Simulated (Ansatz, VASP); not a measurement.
Al2O3: VASP beside Ansatz

File INCAR:

```
PREC = Accurate ; ENCUT = 520
EDIFF = 1E-6 ; ISMEAR = 0
SIGMA = 0.05 ; LREAL = False
LASPH = True ; NELM = 80
ALGO = Normal ; ISIF = 2
LWAVE = False ; LCHARG = False
GGA = PS ; NBANDS = 35
```

KPOINTS

```
regular mesh
0
Gamma
  6 6 6
```

The input POSCAR:

```
Al2O3
1.0
    2.4421693582      1.4099871363      4.1427332879
   -2.4421693582      1.4099871363      4.1427332879
    0.0000000000     -2.8199742727      4.1427332879
Al O
4 6
Direct
    0.8558773135      0.8558773135      0.8558773135
    0.6441226865      0.6441226865      0.6441226865
    0.1441226865      0.1441226865      0.1441226865
    0.3558773135      0.3558773135      0.3558773135
    0.0558571577      0.4441428423      0.7500000000
    0.7500000000      0.0558571577      0.4441428423
    0.4441428423      0.7500000000      0.0558571577
    0.9441428423      0.5558571577      0.2500000000
    0.2500000000      0.9441428423      0.5558571577
    0.5558571577      0.2500000000      0.9441428423
```

Input for Ansatz:

```yaml
crystal:
  lattice:
    - [2.4421693582, 1.4099871363, 4.1427332879]
    - [-2.4421693582, 1.4099871363, 4.1427332879]
    - [0.0, -2.8199742727, 4.1427332879]
  atoms:
    - { symbol: Al, position: [0.8558773135, 0.8558773135, 0.8558773135] }
    - { symbol: Al, position: [0.6441226865, 0.6441226865, 0.6441226865] }
    - { symbol: Al, position: [0.1441226865, 0.1441226865, 0.1441226865] }
    - { symbol: Al, position: [0.3558773135, 0.3558773135, 0.3558773135] }
    - { symbol: O, position: [0.0558571577, 0.4441428423, 0.75] }
    - { symbol: O, position: [0.75, 0.0558571577, 0.4441428423] }
    - { symbol: O, position: [0.4441428423, 0.75, 0.0558571577] }
    - { symbol: O, position: [0.9441428423, 0.5558571577, 0.25] }
    - { symbol: O, position: [0.25, 0.9441428423, 0.5558571577] }
    - { symbol: O, position: [0.5558571577, 0.25, 0.9441428423] }
basis:
  ecutwfc: 520.0
kpoints:
  mp_grid: { grid: [6, 6, 6] }
hamiltonian:
  xc: pbesol
  pseudopotentials: { kind: paw, azcp: { folder: soft_1 } }
scf:
  occupations: { method: gaussian, width: 0.05 }
output:
  forces: true
  stress: true
  eigenvalues: true
```

Alike in both runs: task single point; functional PBEsol; k mesh 6 × 6 × 6; occupations gaussian, width 0.05 eV; no spin polarisation.

|  | VASP | Ansatz |
| --- | --- | --- |
| version | VASP 6.6.1 | Ansatz 0.2.0 |
| potentials or method | VASP PAW PBE potentials, release 64 (Al, O), cutoff 520 eV | scalar-relativistic, plane waves, PAW |
| valence electrons in the cell | 48 | 48 |

VASP gave:

* gap on the k mesh at the Fermi level (eV): 5.30
* least direct gap on the mesh (eV): 5.30
* pressure (GPa): -0.6
* traceless stress, the component that is largest in VASP (GPa): 14.72
* rms of the force components (eV/Å): 0.151

Question: What did Ansatz give for the same quantities?

Answer: gap on the k mesh at the Fermi level (eV): 5.30; least direct gap on the mesh (eV): 5.30; pressure (GPa): -0.7; traceless stress, the component that is largest in VASP (GPa): 14.76; rms of the force components (eV/Å): 0.152.

VASP's potentials were made for PBE, not for PBEsol, and Ansatz warns of the same on its side. Atom by atom the forces differ by 0.002 eV/Å (rms over components).
